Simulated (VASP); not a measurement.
Bi2Te3, 5 atoms in the cell. It takes space group R-3m (No. 166, trigonal). Conventional cell: a = 4.357 Å, b = 4.357 Å, c = 30.292 Å, α = 90.00°, β = 90.00°, γ = 120.00°. Within 4.0 Å of Bi (site symmetry 3m) lie 6 Te at 3.05 to 3.23 Å. Within 4.6 Å of Te (site symmetry -3m) lie 6 Bi at 3.23 Å and 12 Te at 4.36 to 4.52 Å. Te (site symmetry 3m) has 3 Bi at 3.05 Å and 3 Te at 3.61 Å within 4.0 Å. 

* Program: VASP 6.6.1
* Task: single point
* Functional: PBE
* Potentials or basis: VASP PAW PBE potentials, release 64 (Bi_d, Te)
* Cutoff: 520 eV
* k mesh: 6 × 6 × 6
* Occupations: gaussian, width 0.01 eV
* Spin: no spin polarisation
* Dipole correction: no
* Further INCAR settings: ALGO = Normal; EDIFF = 1e-07; NBANDS = 32

Potentials or basis: VASP PAW PBE potentials, release 64 (Bi_d, Te).

Launch:

```sh
$ cat potpaw_PBE.64/Bi_d/POTCAR potpaw_PBE.64/Te/POTCAR > POTCAR
$ mpirun -np 1 vasp_std > vasp.out
```

Hardware: 1 thread of Intel(R) Xeon(R) Platinum 8488C (Sapphire Rapids) (shared host).

Task: Estimate the wall time of this run.

Result: Wall time 14 min on 1 thread of Intel(R) Xeon(R) Platinum 8488C (Sapphire Rapids), on a shared host, peak memory 0.95 GiB. Counts: scf iterations 16, k points 32.
